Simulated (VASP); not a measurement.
Wanted: the native input for a VASP 6.6.1 run.

* Task: single point
* Functional: LDA
* Potentials or basis: VASP PAW LDA potentials, release 64 (Ag, Cl)
* Cutoff: 520 eV
* k mesh: 10 × 10 × 10
* Occupations: gaussian, width 0.03 eV
* Spin: no spin polarisation
* Dipole correction: no
* Further INCAR settings: ALGO = Normal; EDIFF = 1e-07; NBANDS = 16

The structure of AgCl lies in POSCAR:

```
AgCl
1.0
    3.4339730000      0.0000000000      0.0000000000
    0.0000000000      3.4339730000      0.0000000000
    0.0000000000      0.0000000000      3.4339730000
Ag Cl
1 1
Direct
    0.0000000000      0.0000000000      0.0000000000
    0.4089975373      0.5000000000      0.5000000000
```

This cell differs from its parent crystal: all Cl atoms moved +0.312 Å, as atom 2 towards its neighbour atom 2 (Cl) at 3.434 Å.

The input as run:

INCAR

```
SYSTEM = AgCl
PREC = Accurate
ENCUT = 520
EDIFF = 1E-7
ISMEAR = 0
SIGMA = 0.03
LREAL = .FALSE.
LASPH = .TRUE.
NELM = 100
ALGO = Normal
ISIF = 2
LWAVE = .FALSE.
LCHARG = .FALSE.
NBANDS = 16
```

KPOINTS

```
Automatic mesh
0
G
  10 10 10
  0 0 0
```

Potentials or basis: VASP PAW LDA potentials, release 64 (Ag, Cl).

The run is started by

```console
$ cat potpaw_LDA.64/Ag/POTCAR potpaw_LDA.64/Cl/POTCAR > POTCAR
$ mpirun -np 1 vasp_std > vasp.out
```

Results of the run:

- Pressure: -6.3 GPa
- Largest force: 0.091 eV/Å
- Band gap on the k mesh: 0.29 eV (least direct gap 1.58 eV)

Caveat: the cell differs from its parent crystal (all Cl atoms moved +0.312 Å, as atom 2 towards its neighbour atom 2 (Cl) at 3.434 Å); the cell stands under tension.

It took 32 s on 1 thread of Intel(R) Xeon(R) Platinum 8488C (Sapphire Rapids), with other jobs on the host, peak memory 0.2 GiB.
